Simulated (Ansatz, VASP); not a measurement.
Two plane-wave programs on Ti5Re3

```
Ti Re
1.0
    -3.14058    3.14058    3.14058
     3.14058   -3.14058    3.14058
     3.14058    3.14058   -3.14058
Ti Re
5 3
Direct
  0.00000 0.00000 0.00000
  0.00000 0.00000 0.50000
  0.00000 0.50000 0.00000
  0.50000 0.00000 0.00000
  0.50000 0.50000 0.50000
  0.00000 0.50000 0.50000
  0.50000 0.50000 0.00000
  0.50000 0.00000 0.50000
```

Change from the starting cell: species swapped into the Fe5Co3 type (Im-3m, No. 229).

Alike in both runs: functional PBE; k mesh 4 × 4 × 4; occupations gaussian, width 0.1 eV; no spin polarisation.

Ansatz relaxed the structure, and its values are those at the end. VASP's run is a single point on that final structure, the one shown.

|  | VASP | Ansatz |
| --- | --- | --- |
| version | VASP 6.6.1 | Ansatz 0.2.0 |
| potentials or method | VASP PAW PBE potentials, release 64 (Ti_sv, Re), cutoff 520 eV | scalar-relativistic, plane waves, PAW |
| valence electrons in the cell | 81 | 105 |

Ansatz gave:

| Quantity | Value |
| --- | --- |
| gap on the k mesh at the Fermi level (eV) | none |
| pressure (GPa) | 0.1 |

Task: What did VASP give for the same quantities?

Result: gap on the k mesh at the Fermi level (eV): none; pressure (GPa): -0.3.

A gap of «none» marks a metal or a gap that the smearing closes. With one functional, cell and mesh, what is left measures potentials, basis and numerics. VASP's potentials hold 81 valence electrons a cell and Ansatz's 105, so a difference there can come from the potentials and not from the codes.

Spin-orbit coupling is off throughout.
